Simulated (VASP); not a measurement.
Input of a VASP 6.6.1 run:

Contents of INCAR:

```
  PREC = Accurate
  ENCUT = 520
  EDIFF = 1E-6
  ISMEAR = -1
  SIGMA = 0.02
  LREAL = False
  LASPH = True
  NELM = 100
  ALGO = Normal
  ISIF = 2
  LWAVE = False
  LCHARG = False
  NBANDS = 26
```

File KPOINTS:

```
Automatic mesh
0
Gamma
  11 11 6
```

Contents of POSCAR:

```
ZnO
1.0
    3.2169047367      0.0000000000      0.0000000000
   -1.6084523683      2.7859212235      0.0000000000
    0.0000000000      0.0000000000      5.2038000000
Zn O
2 2
Direct
    0.3333333333      0.6666666667      0.0000000000
    0.6666666667      0.3333333333      0.5000000000
    0.3333333333      0.6666666667      0.3821000000
    0.6666666667      0.3333333333      0.8821000000
```

Potentials or basis: VASP PAW LDA potentials, release 64 (Zn, O).

The run is started by

```sh
$ cat potpaw_LDA.64/Zn/POTCAR potpaw_LDA.64/O/POTCAR > POTCAR
$ mpirun -np 1 vasp_std > vasp.out
```

(1) Predict the largest force.

(2) What does it give for the pressure?

(3) Estimate the band gap on the k mesh.

## Answers

(1) 0.125 eV/Å.

(2) -3.2 GPa.

(3) 0.76 eV, direct.

Caveat: the cell differs from its parent crystal (equal xx and yy strain of -1 %).
